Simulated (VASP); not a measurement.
Wanted: the native input for a VASP 6.6.1 run.

```yaml
Task: single point
Functional: PBEsol
Potentials_or_basis: VASP PAW PBE potentials, release 64 (Rh_pv)
Cutoff: 520 eV
k_mesh: 15 × 15 × 15
Occupations: fermi-dirac, width 0.136057 eV
Spin: no spin polarisation
Dipole_correction: no
Further_INCAR_settings: ALGO = Normal; EDIFF = 1e-06; NBANDS = 14
```

The structure of Rh lies in POSCAR:

```
Rh
1.0
    0.0000000000      1.8939790938      1.8939790938
    1.8939790938      0.0000000000      1.8939790938
    1.8939790938      1.8939790938      0.0000000000
Rh
1
Direct
    0.0000000000      0.0000000000      0.0000000000
```

The input as run:

INCAR

```
ALGO = Normal ; EDIFF = 1E-6
ENCUT = 520 ; GGA = PS
ISIF = 2 ; ISMEAR = -1
LASPH = True ; LCHARG = False
LREAL = False ; LWAVE = False
NBANDS = 14 ; NELM = 80
PREC = Accurate ; SIGMA = 0.13605693000000002
```

KPOINTS

```
k-points
0
Gamma
  15 15 15
```

Potentials or basis: VASP PAW PBE potentials, release 64 (Rh_pv).

The run is started by

```console
$ cat potpaw_PBE.64/Rh_pv/POTCAR > POTCAR
$ mpirun -np 1 vasp_std > vasp.out
```

It gave:

```
Pressure : -1.2 GPa
```

Caveat: the PAW data sets were made with another functional, which shifts forces and pressure a little.

Run time: 13 s on 1 thread of Intel(R) Xeon(R) Platinum 8488C (Sapphire Rapids) (shared host), peak memory 0.14 GiB.
